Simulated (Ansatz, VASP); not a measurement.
This is a calculation of Sr for VASP 6.6.1.

File INCAR:

```
ALGO     = Normal         # electronic algorithm
EDIFF    = 1E-6           # SCF threshold, eV
ENCUT    = 520            # plane-wave cutoff, eV
GGA      = CA             # functional
ISIF     = 2              # what is computed and relaxed
ISMEAR   = -1             # smearing method
LASPH    = T              # aspherical terms in the spheres
LCHARG   = F              # write CHGCAR
LREAL    = F              # projectors in reciprocal space
LWAVE    = F              # write WAVECAR
NBANDS   = 11             # bands
NELM     = 80             # most SCF steps
PREC     = Accurate       # precision mode
SIGMA    = 0.05           # smearing width, eV
```

KPOINTS

```
k-points
0
Gamma
  8 8 8
```

Contents of POSCAR:

```
Sr
1.0
    0.0000000000      3.0012321217      3.0012321217
    3.0012321217      0.0000000000      3.0012321217
    3.0012321217      3.0012321217      0.0000000000
Sr
1
Direct
    0.0000000000      0.0000000000      0.0000000000
```

Potentials or basis: VASP PAW LDA potentials, release 64 (Sr_sv).

Run with:

```console
$ cat potpaw_LDA.64/Sr_sv/POTCAR > POTCAR
$ mpirun -np 1 vasp_std > vasp.out
```

Q: Set up the same calculation for Ansatz 0.2.0. Potentials there: all-electron LAPW, scalar-relativistic.

A: As run (the cutoff follows the program's own potentials):

The input input.yaml:

```yaml
crystal:
  lattice:
    - [0.0, 3.0012321217, 3.0012321217]
    - [3.0012321217, 0.0, 3.0012321217]
    - [3.0012321217, 3.0012321217, 0.0]
  atoms:
    - { symbol: Sr, position: [0.0, 0.0, 0.0] }
kpoints:
  mp_grid: { grid: [8, 8, 8] }
scf:
  occupations: { method: fermi_dirac, width: 0.05 }
hamiltonian:
  xc: lda
  pseudopotentials: { kind: all_electron, lapw: { basis_error: 0.001 } }
output:
  forces: true
  stress: true
  eigenvalues: true
```

Potentials or basis: all-electron LAPW, scalar-relativistic.

Run with:

```console
$ ansatz run input.yaml --threads 1 --pin off --max-ram 3072MiB --backend cpu --events-out ev --progress --plain --runs-dir out
```

Both were run:

|  | VASP | Ansatz | Ansatz less VASP |
| --- | --- | --- | --- |
| gap on the k mesh at the Fermi level (eV) | none | none | - |
| pressure (GPa) | -1.3 | -1.3 | 0.00 |

LDA's correlation is that of Perdew and Zunger in VASP and of Perdew and Wang (1992) in Ansatz. A gap of «none» marks a metal or a gap that the smearing closes. Ansatz ran all-electron here, and VASP with PAW potentials.
